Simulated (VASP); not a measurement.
Runs of VASP 6.6.1 on HfN. The structure is that of space group Fm-3m (No. 225), or close to it. The cells are those of the table. 

| task | cell | cutoff (eV) | gap on the mesh (eV) | pressure (GPa) |
| --- | --- | --- | --- | --- |
| single point | a = 3.159 Å, angles 60.0°, 2 atoms | 520 | none | (a) |
| single point | a = 3.162 Å, angles 60.0°, 2 atoms | 520 | none | 3.8 |
| relaxation of cell and atoms | relaxed to 7 GPa from a = 3.184 Å, angles 60.0°, 2 atoms | 600 | none | 7.0 |
| single point | a = 3.205 Å, angles 60.0°, 2 atoms | 520 | none | -7.5 |

Alike in all rows: level PBEsol; potentials or basis VASP PAW PBE potentials, release 64 (Hf_pv, N); no spin polarisation; k mesh 16 × 16 × 16; smearing fermi-dirac 0.15 eV.

Q: Fill in the values left out.

A: (a) 4.8.

Caveats: the PAW data sets were made with another functional, which shifts forces and pressure a little; spin-orbit coupling is left out, which moves the levels of the heavy elements; the cell stands under pressure (at least some runs); the cell is relaxed towards a set pressure, so the run minimises the enthalpy, not the energy (at least some runs); the cell stands under tension (at least some runs).

A k mesh can miss the band edges, and the runs leave out spin-orbit coupling on Hf.

A gap of «none» marks levels without a gap at the run's occupations.
